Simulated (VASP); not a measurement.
# K (R-3m) in VASP: further runs

K is run at these levels: PBEsol; tasks: single point.

Program: VASP 6.6.1. These are calculated values, not measurements. Logs are shortened: lines on timing, memory, paths and dates and some standing lists are left out, and cuts for length are marked.

### Step 1. The cell of the first run

It takes space group R-3m (No. 166, trigonal). Conventional cell: a = 6.604 Å, b = 6.604 Å, c = 5.702 Å, α = 90.00°, β = 90.00°, γ = 120.00°. Within 5.8 Å of K (site symmetry -3m) lie 14 K at 4.26 to 5.70 Å.

### Step 2. Single point, PBEsol

Input file INCAR:

```
SYSTEM = K
  ALGO = Fast
  EDIFF = 1E-7
  ENCUT = 520
  GGA = PS
  ISIF = 2
  ISMEAR = 0
  LASPH = .True.
  LCHARG = .False.
  LREAL = .False.
  LWAVE = .False.
  NBANDS = 10
  NELM = 60
  PREC = Accurate
  SIGMA = 0.15
```

Input file KPOINTS:

```
k-points
0
Gamma
  14 14 14
  0 0 0
```

Input file POSCAR:

```
K
1.0
   -2.0156190178      2.6537686682      2.6537686682
    2.6537686682     -2.0156190178      2.6537686682
    2.6537686682      2.6537686682     -2.0156190178
K
1
Direct
    0.0000000000      0.0000000000      0.0000000000
```

Potentials or basis: VASP PAW PBE potentials, release 64 (K_sv).

Run with:

```console
> cat potpaw_PBE.64/K_sv/POTCAR > POTCAR
> mpirun -np 1 vasp_std > vasp.out
```

OUTCAR:

```text
SYSTEM = K
   EDIFF = 1E-7
   ENCUT = 520
   GGA = PS
   ISIF = 2
   ISMEAR = 0
   LASPH = .True.
   LREAL = .False.
   NELM = 60
   PREC = Accurate

 ion  position               nearest neighbor table
   1  0.000  0.000  0.000-

  LATTYP: Found a trigonal (rhomboedric) cell.
 ALAT       =     4.2600113044
 COS(alpha) =    -0.2014297013

  Lattice vectors:

 A1 = (  -2.0156190178,   2.6537686682,   2.6537686682)
 A2 = (   2.6537686682,  -2.0156190178,   2.6537686682)
 A3 = (   2.6537686682,   2.6537686682,  -2.0156190178)

Analysis of symmetry for initial positions (statically):
=====================================================================
 Subroutine PRICEL returns:
 Original cell was already a primitive cell.

 Routine SETGRP: Setting up the symmetry group for a
 trigonal (rhombohedral) supercell.

 Subroutine GETGRP returns: Found 12 space group operations
 (whereof 12 operations were pure point group operations)
 out of a pool of 12 trial point group operations.

The static configuration has the point symmetry D_3d.

Analysis of symmetry for dynamics (positions and initial velocities):
=====================================================================
 Subroutine PRICEL returns:
 Original cell was already a primitive cell.

 Routine SETGRP: Setting up the symmetry group for a
 trigonal (rhombohedral) supercell.

 Subroutine GETGRP returns: Found 12 space group operations
 (whereof 12 operations were pure point group operations)
 out of a pool of 12 trial point group operations.

The dynamic configuration has the point symmetry D_3d.

 Subroutine INISYM returns: Found 12 space group operations
 (whereof 12 operations are pure point group operations),
 and found     1 'primitive' translations

----------------------------------------------------------------------------------------

                                     Primitive cell

  volume of cell :      71.7743

  direct lattice vectors                    reciprocal lattice vectors
    -2.015619018  2.653768668  2.653768668    -0.041515813  0.172645029  0.172645029
     2.653768668 -2.015619018  2.653768668     0.172645029 -0.041515813  0.172645029
     2.653768668  2.653768668 -2.015619018     0.172645029  0.172645029 -0.041515813

  length of vectors
     4.260011304  4.260011304  4.260011304     0.247661412  0.247661412  0.247661412

  position of ions in fractional coordinates (direct lattice)
     0.000000000  0.000000000  0.000000000

  ion indices of the primitive-cell ions
   primitive index   ion index
                 1           1

----------------------------------------------------------------------------------------

 KPOINTS: k-points

Automatic generation of k-mesh.
 Grid dimensions read from file:
 generate k-points for:   14   14   14

 Generating k-lattice:

  Cartesian coordinates                     Fractional coordinates (reciprocal lattice)
    -0.002965415  0.012331788  0.012331788     0.071428571  0.000000000  0.000000000
     0.012331788 -0.002965415  0.012331788     0.000000000  0.071428571  0.000000000
     0.012331788  0.012331788 -0.002965415     0.000000000  0.000000000  0.071428571

  Length of vectors
     0.017690101  0.017690101  0.017690101

  Shift w.r.t. Gamma in fractional coordinates (k-lattice)
     0.000000000  0.000000000  0.000000000

 Subroutine IBZKPT returns following result:
 ===========================================

 Found    288 irreducible k-points:

 Following reciprocal coordinates:
            Coordinates               Weight
  0.000000  0.000000  0.000000      1.000000
  0.071429  0.000000  0.000000      6.000000
  0.142857  0.000000  0.000000      6.000000
  0.214286  0.000000  0.000000      6.000000
  0.285714  0.000000  0.000000      6.000000
  0.357143  0.000000  0.000000      6.000000
[... 16 lines left out ...]
  0.214286  0.142857  0.000000     12.000000
  0.285714  0.142857  0.000000     12.000000
 [... further k-points ...]
   k-points           NKPTS =    288   k-points in BZ     NKDIM =    288   number of bands    NBANDS=     10
   number of dos      NEDOS =    301   number of ions     NIONS =      1
   total plane-waves  NPLWV =  32768
   dimension x,y,z NGX =    32 NGY =   32 NGZ =   32
   dimension x,y,z NGXF=    64 NGYF=   64 NGZF=   64
   ions per type =               1
   NGX,Y,Z   is equivalent  to a cutoff of  12.49, 12.49, 12.49 a.u.
   NGXF,Y,Z  is equivalent  to a cutoff of  24.98, 24.98, 24.98 a.u.
 SYSTEM =  K
   PREC   = accura    normal or accurate (medium, high low for compatibility)
   ISTART =      0    job   : 0-new  1-cont  2-samecut
   ICHARG =      2    charge: 1-file 2-atom 10-const
   ISPIN  =      1    spin polarized calculation?
   LNONCOLLINEAR =      F non collinear calculations
   LSORBIT =      F    spin-orbit coupling
   LASPH  =      T    aspherical Exc in radial PAW
   ENCUT  =  520.0 eV  38.22 Ry    6.18 a.u.   7.92  7.92  7.92*2*pi/ulx,y,z
   NELM   =     60;   NELMIN=  2; NELMDL= -5     # of ELM steps
   EDIFF  = 0.1E-06   stopping-criterion for ELM
   LREAL  =      F    real-space projection
   EDIFFG = 0.1E-05   stopping-criterion for IOM
   NSW    =      0    number of steps for IOM
   IBRION =     -1    ionic relax: 0-MD 1-quasi-New 2-CG
   NFREE  =      0    steps in history (QN), initial steepest desc. (CG)
   ISIF   =      2    stress and relaxation
   ISYM   =      2    0-nonsym 1-usesym 2-fastsym
   POTIM  = 0.5000    time-step for ionic-motion
   TEBEG  =    0.0;   TEEND  =   0.0 temperature during run
   PSTRESS=    0.0 pullay stress
   NELECT =       9.0000    total number of electrons
   NUPDOWN=      -1.0000    fix difference up-down
   EMIN   =  10.00;   EMAX   =-10.00  energy-range for DOS
   EFERMI =   0.00;   METHOD = LEGACY
   ISMEAR =     0;   SIGMA  =   0.15  broadening in eV -4-tet -1-fermi 0-gaus
   EFERMI_NEDOS =   21; number of points for ismear=-14 and -15
   IALGO  =     68    algorithm
   IMIX   =      4    mixing-type and parameters
     AMIX     =   0.40;   BMIX     =  1.00
     AMIX_MAG =   1.60;   BMIX_MAG =  1.00
  volume/ion in A,a.u.               =      71.77       484.36
  Fermi-wavevector in a.u.,A,eV,Ry     =   0.819406  1.548454  9.135317  0.671427
  Thomas-Fermi vector in A             =   1.930206
   LORBIT       =      0    0 simple, 1 ext, 2 COOP (PROOUT), +10 PAW based schemes
   GGA     = PS    functional components
   LHFCALC =     F    Hartree Fock is set to
   AEXX    =    0.0000 exact exchange contribution
   IVDW    =     0    specifies the selected vdW correction
   LEPSILON=     F    determine dielectric tensor
   LRPA    =     F    only Hartree local field effects (RPA)
 non-spin polarized calculation
 RMM-DIIS sequential band-by-band and
 Gauss-broadening in eV      SIGMA  =   0.15
  energy-cutoff  :      520.00
  volume of cell :       71.77
 maximum number of plane-waves:      1957
   NGX = 15   NGY = 15   NGZ = 15

 number of electron       9.0000000 magnetization

 Free energy of the ion-electron system (eV)
  ---------------------------------------------------
  ext. energy  EPLUGINS =         0.00000000
  ---------------------------------------------------
  free energy    TOTEN  =        -1.07766547 eV

  energy without entropy =       -1.06869921  energy(sigma->0) =       -1.07318234

 E-fermi :  -0.0863     XC(G=0):  -5.7546

 val. band max:       -0.0869958122   @ k =   0.2857   0.2857   0.0714
 cond. band min:      -0.0861022508   @ k =   0.3571   0.1429   0.1429
 fundamental gap:      0.0008935614
 Fermi energy:        -0.0863102883

 k-point     1 :       0.0000    0.0000    0.0000
  band No.  band energies     occupation
      1     -32.1772      2.00000
      2     -15.6762      2.00000
      3     -15.6741      2.00000
      4     -15.6741      2.00000
      5      -2.2966      2.00000
      6       3.2428      0.00000
      7       3.2428      0.00000
      8       5.3216      0.00000
      9       5.8284      0.00000
     10       5.8284      0.00000

 k-point     2 :       0.0714    0.0000    0.0000
  band No.  band energies     occupation
      1     -32.1770      2.00000
      2     -15.6798      2.00000
      3     -15.6753      2.00000
      4     -15.6739      2.00000
      5      -2.2421      2.00000
      6       3.1754      0.00000
      7       3.2472      0.00000
      8       5.2432      0.00000
      9       5.7412      0.00000
     10       5.7778      0.00000

 k-point     3 :       0.1429    0.0000    0.0000
  band No.  band energies     occupation
      1     -32.1762      2.00000
      2     -15.6937      2.00000
      3     -15.6748      2.00000
      4     -15.6732      2.00000
      5      -2.0801      2.00000
      6       2.9423      0.00000
      7       3.2569      0.00000
      8       5.1287      0.00000
      9       5.5718      0.00000
     10       5.7543      0.00000

 k-point     4 :       0.2143    0.0000    0.0000
  band No.  band energies     occupation
      1     -32.1752      2.00000
      2     -15.7139      2.00000
      3     -15.6739      2.00000
      4     -15.6722      2.00000
      5      -1.8156      2.00000
      6       2.5219      0.00000
      7       3.2630      0.00000
      8       5.1427      0.00000
      9       5.4353      0.00000
     10       5.7695      0.00000
[... 222 lines left out ...]
 k-point    22 :       0.1429    0.1429    0.0000
  band No.  band energies     occupation
      1     -32.1752      2.00000
      2     -15.6942      2.00000
      3     -15.6937      2.00000
      4     -15.6734      2.00000
      5      -1.7626      2.00000
      6       2.6149      0.00000
      7       2.9597      0.00000
      8       5.3934      0.00000
      9       5.5466      0.00000
     10       5.7533      0.00000

 k-point    23 :       0.2143    0.1429    0.0000
  band No.  band energies     occupation
      1     -32.1742      2.00000
      2     -15.7140      2.00000
      3     -15.6929      2.00000
      4     -15.6725      2.00000
      5      -1.4541      2.00000
      6       2.2767      0.00000
      7       2.8563      0.00000
      8       5.3155      0.00000
      9       5.4518      0.00000
     10       5.6031      0.00000

 k-point    24 :       0.2857    0.1429    0.0000
  band No.  band energies     occupation
      1     -32.1730      2.00000
      2     -15.7359      2.00000
      3     -15.6914      2.00000
      4     -15.6714      2.00000
      5      -1.0572      2.00000
      6       1.7679      0.00000
      7       2.8424      0.00000
      8       4.9813      0.00000
      9       5.5109      0.00000
     10       5.7391      0.00000

 [... further k-points ...]

------------------------ aborting loop because EDIFF is reached ----------------------------------------

  FORCE on cell =-STRESS in cart. coord.  units (eV):
  Direction    XX          YY          ZZ          XY          YZ          ZX
  --------------------------------------------------------------------------------------
  -------------------------------------------------------------------------------------
  Total        0.0318403      0.0318403      0.0318403     -0.1191604     -0.1191604     -0.1191604
  in kB        0.7107538      0.7107538      0.7107538     -2.6599517     -2.6599517     -2.6599517
  external PRESSURE =       0.7107538 kB  Pullay stress =       0.0000000 kB

 VOLUME and BASIS-vectors are now :
 -----------------------------------------------------------------------------
  energy-cutoff  :      520.00
  volume of cell :       71.77
      direct lattice vectors                 reciprocal lattice vectors
    -2.015619018  2.653768668  2.653768668    -0.041515813  0.172645029  0.172645029
     2.653768668 -2.015619018  2.653768668     0.172645029 -0.041515813  0.172645029
     2.653768668  2.653768668 -2.015619018     0.172645029  0.172645029 -0.041515813

 POSITION                                       TOTAL-FORCE (eV/Angst)
 -----------------------------------------------------------------------------------
      0.00000      0.00000      0.00000         0.000000      0.000000     -0.000000
 -----------------------------------------------------------------------------------
    total drift:                                0.000000      0.000000     -0.000000

  FREE ENERGIE OF THE ION-ELECTRON SYSTEM (eV)
  ---------------------------------------------------
  free  energy   TOTEN  =        -1.0776654693 eV

  energy  without entropy=       -1.0686992107  energy(sigma->0) =       -1.07318234
```

Run time: 2.5 min. Hardware: 1 thread of Intel Xeon Platinum 8375C at 2.90GHz (Ice Lake), shared host; peak memory 0.32 GiB.

Results:

- Free energy: -1.0777 eV
- Pressure: 0.1 GPa
- Band gap on the k mesh: zero (an odd number of electrons rules out a gap without spin polarisation)

Levels at points of the mesh, in eV from the Fermi level:
```csv
k point,band 1,band 2,band 3,band 4,band 5,band 6,band 7,band 8,band 9
"(0.00, 0.00, 0.00)",-32.09,-15.59,-15.59,-15.59,-2.21,3.33,3.33,5.41,5.91
"(0.50, 0.00, 0.00)",-32.09,-15.69,-15.58,-15.58,0.07,0.28,3.30,4.99,5.63
"(0.50, 0.50, 0.00)",-32.08,-15.70,-15.65,-15.58,0.88,1.38,2.53,3.81,5.08
"(0.50, 0.50, 0.50)",-32.08,-15.68,-15.68,-15.63,1.79,1.79,3.80,3.80,3.80
```

Caveat: the PAW data sets were made with another functional, which shifts forces and pressure a little.

### Step 3. Single point, PBEsol

This run uses another cell than the first one, of the same volume but with other edges.

Input file INCAR:

```
SYSTEM = K
PREC = Accurate ; ENCUT = 520
EDIFF = 1E-6 ; ISMEAR = 0
SIGMA = 0.15 ; LREAL = .FALSE.
LASPH = .TRUE. ; NELM = 100
ALGO = Fast ; ISIF = 2
LWAVE = .FALSE. ; LCHARG = .TRUE.
GGA = PS ; LELF = .TRUE.
LVHAR = .TRUE. ; NBANDS = 10
```

Input file KPOINTS:

```
Automatic mesh
0
G
  14 14 14
  0 0 0
```

Input file POSCAR:

```
K
1.0
   -3.5178465202      2.6901179272      2.6901179272
    2.6901179272     -3.5178465202      2.6901179272
    2.6901179272      2.6901179272     -3.5178465202
K
1
Direct
    0.0000000000      0.0000000000      0.0000000000
```

Potentials or basis: VASP PAW PBE potentials, release 64 (K_sv).

Run with:

```console
> cat potpaw_PBE.64/K_sv/POTCAR > POTCAR
> mpirun -np 1 vasp_std > vasp.out
```

Wall time 5 min (1 thread of Intel Xeon Platinum 8375C at 2.90GHz (Ice Lake), shared host); peak memory 0.37 GiB.

It converged, with:

| Property | Result |
| --- | --- |
| Free energy | -0.7921 eV |
| Pressure | 0.6 GPa |
| Band gap on the k mesh | zero (an odd number of electrons rules out a gap without spin polarisation) |

Stress tensor (GPa, compression positive):
```
0.62 1.83 1.83
1.83 0.62 1.83
1.83 1.83 0.62
```

Levels at points of the mesh, in eV from the Fermi level:
```tsv
k point	band 2	band 3	band 4	band 5	band 6	band 7
(0.00, 0.00, 0.00)	-16.08	-16.08	-15.78	-2.20	2.67	3.11
(0.50, 0.00, 0.00)	-16.70	-15.96	-15.96	1.37	2.23	2.71
(0.50, 0.50, 0.00)	-16.10	-16.08	-15.78	-0.30	-0.04	2.17
(0.50, 0.50, 0.50)	-16.70	-15.96	-15.96	1.75	1.75	4.25
```

Caveat: the PAW data sets were made with another functional, which shifts forces and pressure a little.
